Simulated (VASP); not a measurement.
# Al2Cu (Immm) in VASP: further runs

Al2Cu is run at these levels: PBE; tasks: single point.

Everything below comes from runs of VASP 6.6.1. Logs are shortened: lines on timing, memory, paths and dates and some standing lists are left out, and cuts for length are marked.

## (1) The cell of the first run

The structure is orthorhombic, space group Immm (No. 71). The conventional cell has a = 4.089 Å, b = 4.089 Å, c = 5.648 Å, α = 90.00°, β = 90.00°, γ = 90.00°. Within 3.2 Å of Al (site symmetry mm2) lie 4 Cu at 2.44 to 2.54 Å and 6 Al at 2.65 to 3.00 Å. Within 3.2 Å of Cu (site symmetry mmm) lie 8 Al at 2.44 to 2.54 Å.

## (2) Single point, PBE (atoms displaced along a vibrational mode, the cell strained)

Input file INCAR:

```
SYSTEM = Al2Cu
  PREC = Accurate
  ENCUT = 520
  EDIFF = 1E-6
  ISMEAR = 0
  SIGMA = 0.15
  LREAL = .FALSE.
  LASPH = .TRUE.
  NELM = 100
  ALGO = Fast
  ISIF = 2
  LWAVE = .FALSE.
  LCHARG = .FALSE.
  GGA = PE
  NBANDS = 16
```

Input file KPOINTS:

```
regular mesh
0
G
  14 14 14
  0 0 0
```

Input file POSCAR:

```
Al2Cu
1.0
   -2.0446004822      2.0446004822      2.8240317323
    2.0446004822     -2.0446004822      2.8240317323
    2.0446004822      2.0446004822     -2.8240317323
Al Cu
2 1
Direct
    0.7344366126      0.2344366126      0.5000000000
    0.2655633874      0.7655633874      0.5000000000
    0.5000000000      0.5000000000      0.0000000000
```

Potentials or basis: VASP PAW PBE potentials, release 64 (Al, Cu).

Command:

```console
$ cat potpaw_PBE.64/Al/POTCAR potpaw_PBE.64/Cu/POTCAR > POTCAR
$ mpirun -np 1 vasp_std > vasp.out
```

OUTCAR:

```text
SYSTEM = Al2Cu
   PREC = Accurate
   ENCUT = 520
   EDIFF = 1E-6
   ISMEAR = 0
   LREAL = .FALSE.
   LASPH = .TRUE.
   NELM = 100
   ISIF = 2
   GGA = PE

 ion  position               nearest neighbor table
   1  0.734  0.234  0.500-   3 2.44   3 2.44   3 2.54   3 2.54   2 2.65   2 2.90   2 2.90   2 2.90
                             2 2.90   2 3.00
   2  0.266  0.766  0.500-   3 2.44   3 2.44   3 2.54   3 2.54   1 2.65   1 2.90   1 2.90   1 2.90
                             1 2.90   1 3.00
   3  0.500  0.500  0.000-   1 2.44   2 2.44   1 2.44   2 2.44   1 2.54   2 2.54   2 2.54   1 2.54

  LATTYP: Found a body centered tetragonal cell.
 ALAT       =     4.0892009644
 C/A-ratio  =     1.3812144509

  Lattice vectors:

 A1 = (  -2.0446004822,   2.0446004822,   2.8240317323)
 A2 = (   2.0446004822,  -2.0446004822,   2.8240317323)
 A3 = (   2.0446004822,   2.0446004822,  -2.8240317323)

Analysis of symmetry for initial positions (statically):
=====================================================================
 Subroutine PRICEL returns:
 Original cell was already a primitive cell.

 Routine SETGRP: Setting up the symmetry group for a
 body centered tetragonal supercell.

 Subroutine GETGRP returns: Found  8 space group operations
 (whereof  8 operations were pure point group operations)
 out of a pool of 16 trial point group operations.

The static configuration has the point symmetry D_2h.

Analysis of symmetry for dynamics (positions and initial velocities):
=====================================================================
 Subroutine PRICEL returns:
 Original cell was already a primitive cell.

 Routine SETGRP: Setting up the symmetry group for a
 body centered tetragonal supercell.

 Subroutine GETGRP returns: Found  8 space group operations
 (whereof  8 operations were pure point group operations)
 out of a pool of 16 trial point group operations.

The dynamic configuration has the point symmetry D_2h.

 Subroutine INISYM returns: Found  8 space group operations
 (whereof  8 operations are pure point group operations),
 and found     1 'primitive' translations

----------------------------------------------------------------------------------------

                                     Primitive cell

  volume of cell :      47.2222

  direct lattice vectors                    reciprocal lattice vectors
[... 84 lines left out ...]
   LNONCOLLINEAR =      F non collinear calculations
   LSORBIT =      F    spin-orbit coupling
   LASPH  =      T    aspherical Exc in radial PAW
   ENCUT  =  520.0 eV  38.22 Ry    6.18 a.u.   7.52  7.52  7.52*2*pi/ulx,y,z
   NELM   =    100;   NELMIN=  2; NELMDL= -5     # of ELM steps
   EDIFF  = 0.1E-05   stopping-criterion for ELM
   LREAL  =      F    real-space projection
   EDIFFG = 0.1E-04   stopping-criterion for IOM
   NSW    =      0    number of steps for IOM
   IBRION =     -1    ionic relax: 0-MD 1-quasi-New 2-CG
   NFREE  =      0    steps in history (QN), initial steepest desc. (CG)
   ISIF   =      2    stress and relaxation
   ISYM   =      2    0-nonsym 1-usesym 2-fastsym
   POTIM  = 0.5000    time-step for ionic-motion
   TEBEG  =    0.0;   TEEND  =   0.0 temperature during run
   PSTRESS=    0.0 pullay stress
   NELECT =      17.0000    total number of electrons
   NUPDOWN=      -1.0000    fix difference up-down
   EMIN   =  10.00;   EMAX   =-10.00  energy-range for DOS
   EFERMI =   0.00;   METHOD = LEGACY
   ISMEAR =     0;   SIGMA  =   0.15  broadening in eV -4-tet -1-fermi 0-gaus
   EFERMI_NEDOS =   21; number of points for ismear=-14 and -15
   IALGO  =     68    algorithm
   IMIX   =      4    mixing-type and parameters
     AMIX     =   0.40;   BMIX     =  1.00
     AMIX_MAG =   1.60;   BMIX_MAG =  1.00
  volume/ion in A,a.u.               =      15.74       106.22
  Fermi-wavevector in a.u.,A,eV,Ry     =   1.164597  2.200769 18.453392  1.356286
  Thomas-Fermi vector in A             =   2.301133
   LORBIT       =      0    0 simple, 1 ext, 2 COOP (PROOUT), +10 PAW based schemes
   GGA     = PE    functional components
   LHFCALC =     F    Hartree Fock is set to
   AEXX    =    0.0000 exact exchange contribution
   IVDW    =     0    specifies the selected vdW correction
   LEPSILON=     F    determine dielectric tensor
   LRPA    =     F    only Hartree local field effects (RPA)
 non-spin polarized calculation
 RMM-DIIS sequential band-by-band and
 Gauss-broadening in eV      SIGMA  =   0.15
  energy-cutoff  :      520.00
  volume of cell :       47.22
 maximum number of plane-waves:      1293
   NGX = 15   NGY = 15   NGZ = 15

 number of electron      17.0000007 magnetization

 Free energy of the ion-electron system (eV)
  ---------------------------------------------------
  ext. energy  EPLUGINS =         0.00000000
  ---------------------------------------------------
  free energy    TOTEN  =       -11.66340643 eV

  energy without entropy =      -11.65350481  energy(sigma->0) =      -11.65845562

 E-fermi :   7.1242     XC(G=0): -10.4997

 val. band max:        7.1192176173   @ k =  -0.1429  -0.1429   0.0714
 cond. band min:       7.1258732110   @ k =  -0.2143   0.2143   0.0000
 fundamental gap:      0.0066555937
 Fermi energy:         7.1241834855

 k-point     1 :       0.0000    0.0000    0.0000
  band No.  band energies     occupation
      1      -3.1443      2.00000
      2       2.4929      2.00000
      3       2.5020      2.00000
      4       2.6058      2.00000
      5       3.0728      2.00000
      6       3.1310      2.00000
[... 433 lines left out ...]
      3       2.6918      2.00000
      4       2.7422      2.00000
      5       3.0731      2.00000
      6       3.1596      2.00000
[... 8 lines left out ...]
     15      15.4910      0.00000
     16      17.6364      0.00000

 [... further k-points ...]
[... 5 lines left out ...]
  --------------------------------------------------------------------------------------
  -------------------------------------------------------------------------------------
  Total        1.5138174     -0.2578610      1.8038266      0.0000000      0.0000000      0.0000000
  in kB       51.3614884     -8.7488269     61.2010534      0.0000000      0.0000000      0.0000000
  external PRESSURE =      34.6045717 kB  Pullay stress =       0.0000000 kB

 VOLUME and BASIS-vectors are now :
 -----------------------------------------------------------------------------
  energy-cutoff  :      520.00
  volume of cell :       47.22
      direct lattice vectors                 reciprocal lattice vectors
    -2.044600482  2.044600482  2.824031732     0.000000000  0.244546553  0.177051835
     2.044600482 -2.044600482  2.824031732     0.244546553  0.000000000  0.177051835
     2.044600482  2.044600482 -2.824031732     0.244546553  0.244546553  0.000000000

 POSITION                                       TOTAL-FORCE (eV/Angst)
 -----------------------------------------------------------------------------------
      0.00000      2.04460      1.32411         0.000000      0.000000      0.861183
      2.04460      0.00000      1.49992        -0.000000     -0.000000     -0.861183
      0.00000      0.00000      2.82403        -0.000000     -0.000000      0.000000
 -----------------------------------------------------------------------------------
    total drift:                                0.000000     -0.000000      0.000000

  FREE ENERGIE OF THE ION-ELECTRON SYSTEM (eV)
  ---------------------------------------------------
  free  energy   TOTEN  =       -11.6634064299 eV

  energy  without entropy=      -11.6535048068  energy(sigma->0) =      -11.65845562
```

Wall time 10 min (1 thread of Intel Xeon 8259CL, shared host); peak memory 0.42 GiB.

Results:

- Free energy: -11.6634 eV
- Pressure: 3.5 GPa
- Largest force: 0.861 eV/Å
- Band gap on the k mesh: zero (an odd number of electrons rules out a gap without spin polarisation)

Forces in eV/Å, atoms in the order of the input:
```
Al   0.000  0.000  0.861
Al   0.000  0.000 -0.861
Cu   0.000  0.000  0.000
```

Stress tensor (GPa, compression positive):
```
 5.14  0.00  0.00
 0.00 -0.87  0.00
 0.00  0.00  6.12
```

Levels at points of the mesh, in eV from the Fermi level:
| k point | band 5 | band 6 | band 7 | band 8 | band 9 | band 10 | band 11 | band 12 | band 13 | band 14 |
| --- | --- | --- | --- | --- | --- | --- | --- | --- | --- | --- |
| (0.00, 0.00, 0.00) | -4.05 | -3.99 | 2.56 | 2.70 | 3.02 | 3.06 | 3.08 | 3.09 | 4.27 | 6.50 |
| (0.50, 0.00, 0.00) | -3.98 | -3.92 | -3.88 | 0.33 | 1.07 | 2.63 | 3.02 | 3.89 | 4.30 | 9.68 |
| (0.00, 0.50, 0.00) | -4.11 | -3.97 | -3.95 | 0.41 | 0.72 | 2.73 | 3.26 | 3.89 | 4.50 | 9.63 |
| (0.50, 0.50, 0.00) | -4.06 | -3.85 | -3.74 | -2.01 | -1.82 | 0.45 | 1.58 | 9.01 | 10.36 | 10.98 |
| (0.50, 0.50, 0.50) | -4.02 | -3.88 | -3.69 | -2.14 | -2.04 | 0.17 | 1.47 | 9.09 | 10.59 | 10.64 |

Caveat: the cell differs from its parent crystal (atoms displaced along a vibrational mode, the cell strained); the stress differs along the axes, from -1 to 6 GPa.

(Part 1 of 2 ends here.)
